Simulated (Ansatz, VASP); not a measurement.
# ZnS: VASP beside Ansatz

The input INCAR:

```
SYSTEM = ZnS
ALGO = Normal ; EDIFF = 1E-6
ENCUT = 500 ; GGA = PE
GGA_COMPAT = .FALSE. ; ISIF = 2
ISMEAR = 0 ; LASPH = .TRUE.
LCHARG = .TRUE. ; LELF = .TRUE.
LREAL = .FALSE. ; LVHAR = .TRUE.
LWAVE = .FALSE. ; NBANDS = 16
NELM = 120 ; PREC = Accurate
SIGMA = 0.1
```

The input KPOINTS:

```
k-points
0
G
  2 2 2
  0 0 0
```

Contents of POSCAR:

```
ZnS
1.0
    0.0000000000      2.6936828773      2.6936828773
    2.6936828773      0.0000000000      2.6936828773
    2.6936828773      2.6936828773      0.0000000000
Zn S
1 1
Direct
    0.0000000000      0.0000000000      0.0000000000
    0.2500000000      0.2500000000      0.2500000000
```

Input for Ansatz:

```yaml
crystal:
  lattice:
    - [0.0, 2.6936828773, 2.6936828773]
    - [2.6936828773, 0.0, 2.6936828773]
    - [2.6936828773, 2.6936828773, 0.0]
  atoms:
    - { symbol: Zn, position: [0.0, 0.0, 0.0] }
    - { symbol: S, position: [0.25, 0.25, 0.25] }
basis:
  ecutwfc: 420
kpoints:
  mp_grid: { grid: [2, 2, 2] }
  band_path: { path: [[0, 0, 0], [0.5, 0, 0], [0.5, 0.5, 0.5]], npoints: 8 }
hamiltonian:
  xc: pbe
scf:
  occupations: { method: gaussian, width: 0.1 }
output:
  forces: true
  stress: true
  eigenvalues: true
```

Alike in both runs: task single point; functional PBE; k mesh 2 × 2 × 2; occupations gaussian, width 0.1 eV; no spin polarisation.

|  | VASP | Ansatz |
| --- | --- | --- |
| version | VASP 6.6.1 | Ansatz 0.2.0 |
| potentials or method | VASP PAW PBE potentials, release 64 (Zn, S), cutoff 500 eV | scalar-relativistic, plane waves, PAW |
| valence electrons in the cell | 18 | 18 |

```csv
,VASP,Ansatz,Ansatz less VASP
gap on the k mesh at the Fermi level (eV),2.04,2.03,-0.003
least direct gap on the mesh (eV),2.04,2.03,-0.003
pressure (GPa),8.4,8.2,-0.20
```

The functional is the same, so the differences come from potentials, cutoffs and numerics.

The k mesh is coarse, so the values compare programs but aren't converged.
